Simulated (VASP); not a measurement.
# ZrB2 (P6/mmm) in VASP: further runs, part 2 of 2

VASP 6.6.1. The steps go on from the part before.

### Step 6. Single point, PBEsol (11.28 Å³/atom)

This run uses another cell than the first one, of 11.28 Å³/atom.

INCAR reads:

```
ALGO     = Normal         # electronic algorithm
EDIFF    = 1E-6           # SCF threshold, eV
ENCUT    = 520            # plane-wave cutoff, eV
GGA      = PS             # functional
ISIF     = 2              # what is computed and relaxed
ISMEAR   = 0              # smearing method
LASPH    = True           # aspherical terms in the spheres
LCHARG   = False          # write CHGCAR
LREAL    = False          # projectors in reciprocal space
LWAVE    = False          # write WAVECAR
NBANDS   = 16             # bands
NELM     = 80             # most SCF steps
PREC     = Accurate       # precision mode
SIGMA    = 0.15           # smearing width, eV
```

KPOINTS reads:

```
k-points
0
Gamma
  18 18 12
```

POSCAR reads:

```
ZrB2
1.0
    3.3432818819      0.0000000000      0.0000000000
   -1.6716409410      2.8953670417      0.0000000000
    0.0000000000      0.0000000000      3.4974071767
Zr B
1 2
Direct
    0.0000000000      0.0000000000      0.0000000000
    0.3333333333      0.6666666667      0.5000000000
    0.6666666667      0.3333333333      0.5000000000
```

Potentials or basis: VASP PAW PBE potentials, release 64 (Zr_sv, B).

On the command line:

```
> cat potpaw_PBE.64/Zr_sv/POTCAR potpaw_PBE.64/B/POTCAR > POTCAR
> mpirun -np 1 vasp_std > vasp.out
```

OUTCAR:

```text
EDIFF = 1E-6
   ENCUT = 520
   GGA = PS
   ISIF = 2
   ISMEAR = 0
   LASPH = True
   LREAL = False
   NELM = 80
   PREC = Accurate

 ion  position               nearest neighbor table
   1  0.000  0.000  0.000-   2 2.60   3 2.60   2 2.60   3 2.60   2 2.60   2 2.60   3 2.60   3 2.60
                             3 2.60   3 2.60   2 2.60   2 2.60
   2  0.333  0.667  0.500-   3 1.93   3 1.93   3 1.93   1 2.60   1 2.60   1 2.60   1 2.60   1 2.60
                             1 2.60
   3  0.667  0.333  0.500-   2 1.93   2 1.93   2 1.93   1 2.60   1 2.60   1 2.60   1 2.60   1 2.60
                             1 2.60

  LATTYP: Found a hexagonal cell.
 ALAT       =     3.3432818819
 C/A-ratio  =     1.0461000000

  Lattice vectors:

 A1 = (   3.3432818819,   0.0000000000,   0.0000000000)
 A2 = (  -1.6716409410,   2.8953670417,   0.0000000000)
 A3 = (   0.0000000000,   0.0000000000,   3.4974071767)

Analysis of symmetry for initial positions (statically):
=====================================================================
 Subroutine PRICEL returns:
 Original cell was already a primitive cell.

 Routine SETGRP: Setting up the symmetry group for a
 hexagonal supercell.

 Subroutine GETGRP returns: Found 24 space group operations
 (whereof 24 operations were pure point group operations)
 out of a pool of 24 trial point group operations.

The static configuration has the point symmetry D_6h.

Analysis of symmetry for dynamics (positions and initial velocities):
=====================================================================
 Subroutine PRICEL returns:
 Original cell was already a primitive cell.

 Routine SETGRP: Setting up the symmetry group for a
 hexagonal supercell.

[... 122 lines left out ...]
   EFERMI_NEDOS =   21; number of points for ismear=-14 and -15
   IALGO  =     38    algorithm
   IMIX   =      4    mixing-type and parameters
     AMIX     =   0.40;   BMIX     =  1.00
     AMIX_MAG =   1.60;   BMIX_MAG =  1.00
  volume/ion in A,a.u.               =      11.28        76.15
  Fermi-wavevector in a.u.,A,eV,Ry     =   1.326248  2.506245 23.931745  1.758934
  Thomas-Fermi vector in A             =   2.455649
   LORBIT       =      0    0 simple, 1 ext, 2 COOP (PROOUT), +10 PAW based schemes
   GGA     = PS    functional components
   LHFCALC =     F    Hartree Fock is set to
   AEXX    =    0.0000 exact exchange contribution
   IVDW    =     0    specifies the selected vdW correction
   LEPSILON=     F    determine dielectric tensor
   LRPA    =     F    only Hartree local field effects (RPA)
 non-spin polarized calculation
 Gauss-broadening in eV      SIGMA  =   0.15
  energy-cutoff  :      520.00
  volume of cell :       33.85
 maximum number of plane-waves:       930
 NGX is ok and might be reduce to    28
   NGX = 13   NGY = 13   NGZ = 13

 number of electron      18.0000000 magnetization

 Free energy of the ion-electron system (eV)
  ---------------------------------------------------
  ext. energy  EPLUGINS =         0.00000000
  ---------------------------------------------------
  free energy    TOTEN  =       -26.03939590 eV

  energy without entropy =      -26.03601558  energy(sigma->0) =      -26.03770574

 E-fermi :   9.4163     XC(G=0): -12.1029

 val. band max:        9.4058885846   @ k =   0.0556   0.0556   0.4167
 cond. band min:       9.4474708577   @ k =   0.0556   0.0556   0.5000
 fundamental gap:      0.0415822731
 Fermi energy:         9.4163263286

 k-point     1 :       0.0000    0.0000    0.0000
  band No.  band energies     occupation
      1     -39.3388      2.00000
      2     -17.4625      2.00000
      3     -17.1441      2.00000
      4     -17.1441      2.00000
      5      -2.7619      2.00000
      6       6.5768      2.00000
[... 433 lines left out ...]
      3     -17.3633      2.00000
      4     -17.3194      2.00000
      5       0.3747      2.00000
      6       1.7197      2.00000
[... 8 lines left out ...]
     15      17.0803      0.00000
     16      17.9347      0.00000

 [... further k-points ...]

------------------------ aborting loop because EDIFF is reached ----------------------------------------

  FORCE on cell =-STRESS in cart. coord.  units (eV):
  Direction    XX          YY          ZZ          XY          YZ          ZX
  --------------------------------------------------------------------------------------
  -------------------------------------------------------------------------------------
  Total       -6.2019285     -6.2019285     -2.2357762      0.0000000     -0.0000000     -0.0000000
  in kB     -293.5043368   -293.5043368   -105.8074137      0.0000000     -0.0000000     -0.0000000
  external PRESSURE =    -230.9386958 kB  Pullay stress =       0.0000000 kB

 VOLUME and BASIS-vectors are now :
 -----------------------------------------------------------------------------
  energy-cutoff  :      520.00
  volume of cell :       33.85
      direct lattice vectors                 reciprocal lattice vectors
     3.343281882  0.000000000  0.000000000     0.299107295  0.172689677  0.000000000
    -1.671640941  2.895367042  0.000000000     0.000000000  0.345379355  0.000000000
     0.000000000  0.000000000  3.497407177     0.000000000  0.000000000  0.285926102

 POSITION                                       TOTAL-FORCE (eV/Angst)
 -----------------------------------------------------------------------------------
      0.00000      0.00000      0.00000        -0.000000      0.000000      0.000000
     -0.00000      1.93024      1.74870        -0.000000      0.000000      0.000000
      1.67164      0.96512      1.74870         0.000000      0.000000     -0.000000
 -----------------------------------------------------------------------------------
    total drift:                               -0.000000      0.000000      0.000000

  FREE ENERGIE OF THE ION-ELECTRON SYSTEM (eV)
  ---------------------------------------------------
  free  energy   TOTEN  =       -26.0393958998 eV

  energy  without entropy=      -26.0360155763  energy(sigma->0) =      -26.03770574
```

OSZICAR:

```text
N       E                     dE             d eps       ncg     rms          rms(c)
DAV:   1     0.977008996141E+02    0.97701E+02   -0.95921E+03  8288   0.111E+03
DAV:   2    -0.241192333548E+02   -0.12182E+03   -0.11738E+03 10824   0.283E+02
DAV:   3    -0.282042935656E+02   -0.40851E+01   -0.40678E+01 13384   0.438E+01
DAV:   4    -0.282647994992E+02   -0.60506E-01   -0.60497E-01  9864   0.480E+00
DAV:   5    -0.282658371653E+02   -0.10377E-02   -0.10376E-02 12504   0.470E-01    0.188E+01
DAV:   6    -0.260946299789E+02    0.21712E+01   -0.50115E+00 10792   0.143E+01    0.741E+00
DAV:   7    -0.260449241089E+02    0.49706E-01   -0.49133E-01 11856   0.434E+00    0.264E+00
DAV:   8    -0.260421673261E+02    0.27568E-02   -0.69820E-02  9928   0.203E+00    0.336E-01
DAV:   9    -0.260396798773E+02    0.24874E-02   -0.15366E-02 10512   0.856E-01    0.191E-01
DAV:  10    -0.260393894734E+02    0.29040E-03   -0.15157E-03  9928   0.333E-01    0.266E-02
DAV:  11    -0.260393971805E+02   -0.77071E-05   -0.50695E-05 11040   0.645E-02    0.708E-03
DAV:  12    -0.260393958112E+02    0.13693E-05   -0.19569E-06  8672   0.111E-02    0.521E-03
DAV:  13    -0.260393958998E+02   -0.88576E-07   -0.31034E-07  5128   0.476E-03
   1 F= -.26039396E+02 E0= -.26037706E+02  d E =-.338032E-02
```

It took 3.6 min on 1 thread of AMD EPYC 7R43 (Zen 3), shared host; peak memory 0.22 GiB.

What came out:

```yaml
Free_energy: -26.0394 eV
Pressure: -23.1 GPa
Band_gap_on_the_k_mesh: zero (bands 9 and 10 overlap by 0.85 eV)
```

Caveat: the stress differs along the axes, from -29 to -11 GPa; the PAW data sets were made with another functional, which shifts forces and pressure a little.

### Step 7. Overview

```csv
cell,gap on the mesh (eV),pressure (GPa)
"a = 3.237, b = 3.237, c = 3.598 Å, angles 90.0, 90.0, 120.0°, 3 atoms",none,-16.4
"a = 3.109, b = 3.109, c = 3.901 Å, angles 90.0, 90.0, 120.0°, 3 atoms",none,-13.0
"a = 3.481, b = 3.481, c = 3.226 Å, angles 90.0, 90.0, 120.0°, 3 atoms",none,-22.4
"a = 3.211, b = 3.211, c = 3.792 Å, angles 90.0, 90.0, 120.0°, 3 atoms",none,-21.3
"a = 3.343, b = 3.343, c = 3.497 Å, angles 90.0, 90.0, 120.0°, 3 atoms",none,-23.1
```

Alike in all rows: task single point; level PBEsol; potentials or basis VASP PAW PBE potentials, release 64 (Zr_sv, B); no spin polarisation; k mesh 18 × 18 × 12; cutoff (eV) 520; smearing gaussian 0.15 eV.

Caveats: the PAW data sets were made with another functional, which shifts forces and pressure a little; the cell stands under tension (at least some runs); the stress differs along the axes, from -36 to -2 GPa (at least some runs); the stress differs along the axes, from -39 to 11 GPa (at least some runs); the stress differs along the axes, from -31 to -16 GPa (at least some runs); the stress differs along the axes, from -29 to -11 GPa (at least some runs).

Total energies depend on the potentials used, so only differences within one code and one set of settings carry meaning.

The gap in the log of VASP goes by the Fermi energy; the results here count the filled bands.